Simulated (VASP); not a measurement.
# ZrC (Fm-3m) in VASP: further runs

Runs on ZrC. Level: LDA. Tasks: vibrations by perturbation theory.

Everything below comes from runs of VASP 6.6.1. Logs are shortened: lines on timing, memory, paths and dates and some standing lists are left out, and cuts for length are marked.

## Step 1: The cell of the first run

The structure is cubic, space group Fm-3m (No. 225). Conventional cell: a = 4.642 Å, b = 4.642 Å, c = 4.642 Å, α = 90.00°, β = 90.00°, γ = 90.00°. Within 3.1 Å of Zr (site symmetry m-3m) lie 6 C at 2.32 Å. C (site symmetry m-3m) has 6 Zr at 2.32 Å within 3.1 Å.

## Step 2: Vibrations by perturbation theory, LDA

Input file INCAR:

```
PREC = Accurate ; ENCUT = 520
EDIFF = 1E-8 ; ISMEAR = -1
SIGMA = 0.1 ; LREAL = False
LASPH = True ; NELM = 100
ALGO = Normal ; ISIF = 2
LWAVE = False ; LCHARG = False
GGA = CA ; NBANDS = 15
IBRION = 8 ; NSW = 1
```

Input file KPOINTS:

```
regular mesh
0
Gamma
  12 12 12
```

Input file POSCAR:

```
ZrC
1.0
    0.0000000000      2.3208974534      2.3208974534
    2.3208974534      0.0000000000      2.3208974534
    2.3208974534      2.3208974534      0.0000000000
Zr C
1 1
Direct
    0.5000000000      0.5000000000      0.5000000000
    0.0000000000      0.0000000000      0.0000000000
```

Potentials or basis: VASP PAW LDA potentials, release 64 (Zr_sv, C).

Launch:

```sh
cat potpaw_LDA.64/Zr_sv/POTCAR potpaw_LDA.64/C/POTCAR > POTCAR
mpirun -np 1 vasp_std > vasp.out
```

OUTCAR:

```text
PREC = Accurate
   ENCUT = 520
   EDIFF = 1E-8
   ISMEAR = -1
   LREAL = False
   LASPH = True
   NELM = 100
   ISIF = 2
   GGA = CA
   IBRION = 8
   NSW = 1

 ion  position               nearest neighbor table
   1  0.500  0.500  0.500-   2 2.32   2 2.32   2 2.32   2 2.32   2 2.32   2 2.32
   2  0.000  0.000  0.000-   1 2.32   1 2.32   1 2.32   1 2.32   1 2.32   1 2.32

  LATTYP: Found a face centered cubic cell.
 ALAT       =     4.6417949068

  Lattice vectors:

 A1 = (   0.0000000000,   2.3208974534,   2.3208974534)
 A2 = (   2.3208974534,   0.0000000000,   2.3208974534)
 A3 = (   2.3208974534,   2.3208974534,   0.0000000000)

Analysis of symmetry for initial positions (statically):
=====================================================================
 Subroutine PRICEL returns:
 Original cell was already a primitive cell.

 Routine SETGRP: Setting up the symmetry group for a
 face centered cubic supercell.

 Subroutine GETGRP returns: Found 48 space group operations
 (whereof 48 operations were pure point group operations)
 out of a pool of 48 trial point group operations.

The static configuration has the point symmetry O_h .

Analysis of symmetry for dynamics (positions and initial velocities):
=====================================================================
 Subroutine PRICEL returns:
 Original cell was already a primitive cell.

 Routine SETGRP: Setting up the symmetry group for a
 face centered cubic supercell.

 Subroutine GETGRP returns: Found 48 space group operations
 (whereof 48 operations were pure point group operations)
 out of a pool of 48 trial point group operations.

The dynamic configuration has the point symmetry O_h .

 Subroutine INISYM returns: Found 48 space group operations
 (whereof 48 operations are pure point group operations),
 and found     1 'primitive' translations

----------------------------------------------------------------------------------------

                                     Primitive cell

  volume of cell :      25.0033

  direct lattice vectors                    reciprocal lattice vectors
     0.000000000  2.320897453  2.320897453    -0.215433904  0.215433904  0.215433904
     2.320897453  0.000000000  2.320897453     0.215433904 -0.215433904  0.215433904
     2.320897453  2.320897453  0.000000000     0.215433904  0.215433904 -0.215433904

  length of vectors
     3.282244655  3.282244655  3.282244655     0.373142468  0.373142468  0.373142468

  position of ions in fractional coordinates (direct lattice)
     0.500000000  0.500000000  0.500000000
     0.000000000  0.000000000  0.000000000

  ion indices of the primitive-cell ions
   primitive index   ion index
                 1           1
                 2           2

----------------------------------------------------------------------------------------

 KPOINTS: regular mesh

Automatic generation of k-mesh.
 Grid dimensions read from file:
 generate k-points for:   12   12   12

 Generating k-lattice:

  Cartesian coordinates                     Fractional coordinates (reciprocal lattice)
    -0.017952825  0.017952825  0.017952825     0.083333333  0.000000000  0.000000000
     0.017952825 -0.017952825  0.017952825     0.000000000  0.083333333  0.000000000
     0.017952825  0.017952825 -0.017952825     0.000000000  0.000000000  0.083333333

  Length of vectors
     0.031095206  0.031095206  0.031095206

  Shift w.r.t. Gamma in fractional coordinates (k-lattice)
     0.000000000  0.000000000  0.000000000

 Subroutine IBZKPT returns following result:
 ===========================================

 Found     72 irreducible k-points:

 Following reciprocal coordinates:
            Coordinates               Weight
  0.000000  0.000000  0.000000      1.000000
  0.083333  0.000000  0.000000      8.000000
  0.166667  0.000000  0.000000      8.000000
  0.250000  0.000000  0.000000      8.000000
  0.333333  0.000000  0.000000      8.000000
  0.416667  0.000000  0.000000      8.000000
[... 16 lines left out ...]
  0.500000  0.166667  0.000000     24.000000
 -0.416667  0.166667  0.000000     24.000000
 [... further k-points ...]
   k-points           NKPTS =     72   k-points in BZ     NKDIM =     72   number of bands    NBANDS=     15
   number of dos      NEDOS =    301   number of ions     NIONS =      2
   total plane-waves  NPLWV =  13824
   dimension x,y,z NGX =    24 NGY =   24 NGZ =   24
   dimension x,y,z NGXF=    48 NGYF=   48 NGZF=   48
   ions per type =               1   1
   NGX,Y,Z   is equivalent  to a cutoff of  12.16, 12.16, 12.16 a.u.
   NGXF,Y,Z  is equivalent  to a cutoff of  24.31, 24.31, 24.31 a.u.
 SYSTEM =  unknown system
   PREC   = accura    normal or accurate (medium, high low for compatibility)
   ISTART =      0    job   : 0-new  1-cont  2-samecut
   ICHARG =      2    charge: 1-file 2-atom 10-const
   ISPIN  =      1    spin polarized calculation?
   LNONCOLLINEAR =      F non collinear calculations
   LSORBIT =      F    spin-orbit coupling
   LASPH  =      T    aspherical Exc in radial PAW
   ENCUT  =  520.0 eV  38.22 Ry    6.18 a.u.   6.10  6.10  6.10*2*pi/ulx,y,z
   NELM   =    100;   NELMIN=  2; NELMDL= -5     # of ELM steps
   EDIFF  = 0.1E-07   stopping-criterion for ELM
   LREAL  =      F    real-space projection
   EDIFFG = 0.1E-06   stopping-criterion for IOM
   NSW    =      1    number of steps for IOM
   IBRION =      8    ionic relax: 0-MD 1-quasi-New 2-CG
   NFREE  =      0    steps in history (QN), initial steepest desc. (CG)
   ISIF   =      2    stress and relaxation
   ISYM   =      2    0-nonsym 1-usesym 2-fastsym
   POTIM  = 0.5000    time-step for ionic-motion
   TEBEG  =    0.0;   TEEND  =   0.0 temperature during run
   PSTRESS=    0.0 pullay stress
   NELECT =      16.0000    total number of electrons
   NUPDOWN=      -1.0000    fix difference up-down
   EMIN   =  10.00;   EMAX   =-10.00  energy-range for DOS
   EFERMI =   0.00;   METHOD = LEGACY
   ISMEAR =    -1;   SIGMA  =   0.10  broadening in eV -4-tet -1-fermi 0-gaus
   EFERMI_NEDOS =   21; number of points for ismear=-14 and -15
   IALGO  =     38    algorithm
   IMIX   =      4    mixing-type and parameters
     AMIX     =   0.40;   BMIX     =  1.00
     AMIX_MAG =   1.60;   BMIX_MAG =  1.00
  volume/ion in A,a.u.               =      12.50        84.37
  Fermi-wavevector in a.u.,A,eV,Ry     =   1.410746  2.665924 27.078379  1.990205
  Thomas-Fermi vector in A             =   2.532668
   LORBIT       =      0    0 simple, 1 ext, 2 COOP (PROOUT), +10 PAW based schemes
   GGA     = CA    functional components
   LHFCALC =     F    Hartree Fock is set to
   AEXX    =    0.0000 exact exchange contribution
   IVDW    =     0    specifies the selected vdW correction
   LEPSILON=     F    determine dielectric tensor
   LRPA    =     F    only Hartree local field effects (RPA)
 non-spin polarized calculation
  energy-cutoff  :      520.00
  volume of cell :       25.00
 maximum number of plane-waves:       692
   NGX = 13   NGY = 13   NGZ = 13

--------------------------------------- Ionic step        1  -------------------------------------------

 number of electron      16.0000000 magnetization

 Free energy of the ion-electron system (eV)
  ---------------------------------------------------
  ext. energy  EPLUGINS =         0.00000000
  ---------------------------------------------------
  free energy    TOTEN  =       -21.28222906 eV

  energy without entropy =      -21.27129865  energy(sigma->0) =      -21.27676385

 E-fermi :   9.9024     XC(G=0): -12.5427

 val. band max:        9.8897610551   @ k =   0.4167   0.4167   0.0000
 cond. band min:       9.9309026534   @ k =   0.1667   0.1667   0.0000
 fundamental gap:      0.0411415983
 Fermi energy:         9.9024326638

 k-point     1 :       0.0000    0.0000    0.0000
  band No.  band energies     occupation
      1     -37.7732      2.00000
      2     -15.6048      2.00000
      3     -15.6048      2.00000
      4     -15.6048      2.00000
      5      -1.3905      2.00000
      6      10.8408      0.00017
      7      10.8408      0.00017
      8      10.8408      0.00017
      9      10.9377      0.00006
     10      10.9377      0.00006
     11      10.9377      0.00006
     12      12.7952      0.00000
     13      12.7952      0.00000
     14      17.7213      0.00000
[... 401 lines left out ...]
      2     -16.5004      2.00000
      3     -15.8786      2.00000
      4     -15.7323      2.00000
      5       1.4226      2.00000
      6       5.1063      2.00000
      7       7.1397      2.00000
      8       7.2417      2.00000
      9      13.6882      0.00000
     10      14.2790      0.00000
     11      14.8848      0.00000
     12      18.2432      0.00000
     13      19.6169      0.00000
     14      20.0203      0.00000
     15      23.6159      0.00000

 [... further k-points ...]

------------------------ aborting loop because EDIFF is reached ----------------------------------------

  FORCE on cell =-STRESS in cart. coord.  units (eV):
  Direction    XX          YY          ZZ          XY          YZ          ZX
  --------------------------------------------------------------------------------------
  -------------------------------------------------------------------------------------
  Total        0.1019080      0.1019080      0.1019080      0.0000000      0.0000000     -0.0000000
  in kB        6.5301188      6.5301188      6.5301188      0.0000000      0.0000000     -0.0000000
  external PRESSURE =       6.5301188 kB  Pullay stress =       0.0000000 kB

 VOLUME and BASIS-vectors are now :
 -----------------------------------------------------------------------------
  energy-cutoff  :      520.00
  volume of cell :       25.00
      direct lattice vectors                 reciprocal lattice vectors
     0.000000000  2.320897453  2.320897453    -0.215433904  0.215433904  0.215433904
     2.320897453  0.000000000  2.320897453     0.215433904 -0.215433904  0.215433904
     2.320897453  2.320897453  0.000000000     0.215433904  0.215433904 -0.215433904

 POSITION                                       TOTAL-FORCE (eV/Angst)
 -----------------------------------------------------------------------------------
      2.32090      2.32090      2.32090         0.000000      0.000000     -0.000000
      0.00000      0.00000      0.00000         0.000000     -0.000000      0.000000
 -----------------------------------------------------------------------------------
    total drift:                                0.000000     -0.000000      0.000000

  FREE ENERGIE OF THE ION-ELECTRON SYSTEM (eV)
  ---------------------------------------------------
  free  energy   TOTEN  =       -21.2822290576 eV

  energy  without entropy=      -21.2712986506  energy(sigma->0) =      -21.27676385

[... ionic steps 2 to 3 ...]

--------------------------------------- Ionic step        4  -------------------------------------------

------------------------ aborting loop because EDIFF is reached ----------------------------------------

[... ionic steps 5 to 6 ...]

--------------------------------------- Ionic step        7  -------------------------------------------

 Free energy of the ion-electron system (eV)
  ---------------------------------------------------
  ---------------------------------------------------
  free energy    TOTEN  =        -0.11862671 eV

  energy without entropy =       -0.11862671

------------------------ aborting loop because EDIFF is reached ----------------------------------------

 INTERNAL STRAIN TENSOR  FOR ION    2  DIRECTION 1   (eV/Angst):
 -----------------------------------------------------------------------------
     0.01203  0.00000 -0.00000
    -0.00000 -0.00934 -0.00000
     0.00000 -0.00000 -0.00934

 INTERNAL STRAIN TENSOR FOR ION    2 for displacements in x,y,z  (eV/Angst):
          X           Y           Z          XY          YZ          ZX
  --------------------------------------------------------------------------------
  x     0.00000     0.00000     0.00000     0.00000     0.00000     0.00000
  y     0.00000     0.00000     0.00000     0.00000     0.00000     0.00000
  z     0.00000     0.00000     0.00000     0.00000     0.00000     0.00000

 SECOND DERIVATIVES (NOT SYMMETRIZED)
 ------------------------------------
               1X          1Y          1Z          2X          2Y          2Z
  1X    -7.765441    0.000000    0.000000    7.765441    0.000000    0.000000
  1Y     0.000000   -7.765441    0.000000    0.000000    7.765441    0.000000
  1Z     0.000000    0.000000   -7.765441    0.000000    0.000000    7.765441
  2X     7.764916    0.000000    0.000000   -7.764916    0.000000    0.000000
  2Y     0.000000    7.764916    0.000000    0.000000   -7.764916    0.000000
  2Z     0.000000    0.000000    7.764916    0.000000    0.000000   -7.764916

 Eigenvectors and eigenvalues of the dynamical matrix
 ----------------------------------------------------

   1 f  =   13.371809 THz    84.017553 2PiTHz  446.035532 cm-1    55.301333 meV
             X         Y         Z           dx          dy          dz
      2.320897  2.320897  2.320897    -0.317858    0.123771    0.000000
      0.000000  0.000000  0.000000     0.875959   -0.341091   -0.000000
[... 21 lines left out ...]
   6 f/i=    0.000145 THz     0.000911 2PiTHz    0.004838 cm-1     0.000600 meV
             X         Y         Z           dx          dy          dz
      2.320897  2.320897  2.320897    -0.048742   -0.517602    0.783173
      0.000000  0.000000  0.000000    -0.017687   -0.187822    0.284189

--------------------------------------------------------------------------------------------------------

 ELASTIC MODULI CONTR FROM IONIC RELAXATION (kBar)
 Direction    XX          YY          ZZ          XY          YZ          ZX
 --------------------------------------------------------------------------------
 XX           0.0000      0.0000      0.0000      0.0000      0.0000      0.0000
 YY           0.0000      0.0000      0.0000      0.0000      0.0000      0.0000
 ZZ           0.0000      0.0000      0.0000      0.0000      0.0000      0.0000
 XY           0.0000      0.0000      0.0000      0.0000      0.0000      0.0000
 YZ           0.0000      0.0000      0.0000      0.0000      0.0000      0.0000
 ZX           0.0000      0.0000      0.0000      0.0000      0.0000      0.0000
 --------------------------------------------------------------------------------
```

Wall time 2.4 min (1 thread of AMD EPYC 9R45 (Zen 5), shared host); peak memory 0.24 GiB.

What came out:

```
Highest phonon frequency at Γ : 446 cm⁻¹
```

Phonon frequencies in cm⁻¹ (negative: imaginary):
```tsv
q point	frequencies
(0.000, 0.000, 0.000)	0 0 0 446 446 446
```

(Continued in part 2 of 2.)
